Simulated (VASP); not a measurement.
Re2Te:

```
Re Te
1.0
     0.00000    3.11262    3.11262
     3.11262    0.00000    3.11262
     3.11262    3.11262    0.00000
Re Te
2 1
Direct
  0.25000 0.25000 0.25000
  0.75000 0.75000 0.75000
  0.00000 0.00000 0.00000
```

```yaml
Program: VASP 6.6.1
Task: relaxation of cell and atoms
Functional: PBE
Potentials_or_basis: VASP PAW PBE potentials, release 64 (Re, Te)
Cutoff: 600 eV
k_mesh: 6 × 6 × 6
Occupations: gaussian, width 0.1 eV
Spin: no spin polarisation
```

At the start: pressure -8.4 GPa; volume 20.10 Å³/atom.

Q: How do energy, volume and symmetry change on relaxing?

A: Over 4 steps the energy falls by 25.0 meV/atom and the volume is 19.20 Å³/atom (-4.5 %); space group Fm-3m (No. 225, to 0.1 Å) before and after.

Step by step:
```csv
step,energy change (eV),largest force (eV/Å),pressure (GPa),volume (Å³)
1,0.0000,0.0000,-8.41,60.31
2,0.4184,0.0000,29.24,51.57
3,-0.0749,0.0000,-0.35,57.69
4,-0.0750,0.0000,-0.06,57.60
```

Final structure:
```
Re Te
1.0
     0.00000    3.06532    3.06532
     3.06532    0.00000    3.06532
     3.06532    3.06532    0.00000
Re Te
2 1
Direct
  0.25000 0.25000 0.25000
  0.75000 0.75000 0.75000
  0.00000 0.00000 0.00000
```
